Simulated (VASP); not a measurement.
## BP: single point with r2SCAN+rVV10

Crystal: BP.

```
B P
1.0
     0.00000    2.33142    2.33142
     2.33142    0.00000    2.33142
     2.33142    2.33142    0.00000
B P
1 1
Cartesian
  0.0000 0.0000 0.0000
  1.1657 1.1657 1.1657
```

```json
{
 "Program": "VASP 6.6.1",
 "Task": "single point",
 "Functional": "r2SCAN",
 "Dispersion": "rVV10",
 "Potentials or basis": "VASP PAW PBE potentials, release 64 (B, P)",
 "Cutoff": "550 eV",
 "k mesh": "10 × 10 × 10",
 "Occupations": "gaussian, width 0.02 eV",
 "Spin": "no spin polarisation"
}
```

The pressure is -12.9 GPa and the band gap on the k mesh is 1.52 eV (least direct gap 3.52 eV).

Levels at points of the mesh, in eV from the valence-band top:
| k point | band 1 | band 2 | band 3 | band 4 | band 5 | band 6 | band 7 | band 8 |
| --- | --- | --- | --- | --- | --- | --- | --- | --- |
| (0.00, 0.00, 0.00) | -15.54 | 0.00 | 0.00 | 0.00 | 3.52 | 3.52 | 3.52 | 6.73 |
| (0.50, 0.00, 0.00) | -12.35 | -8.93 | -1.76 | -1.76 | 3.62 | 4.96 | 4.96 | 10.55 |
| (0.50, 0.50, 0.00) | -10.81 | -8.70 | -4.05 | -4.05 | 1.66 | 1.94 | 12.27 | 12.27 |

Run time: 50 s on 1 thread of Intel(R) Xeon(R) 6975P-C (Granite Rapids), with other jobs on the host, peak memory 0.26 GiB.

Caveat: the cell stands under tension; the PAW data sets were made with another functional, which shifts forces and pressure a little. A k mesh can miss the band edges.
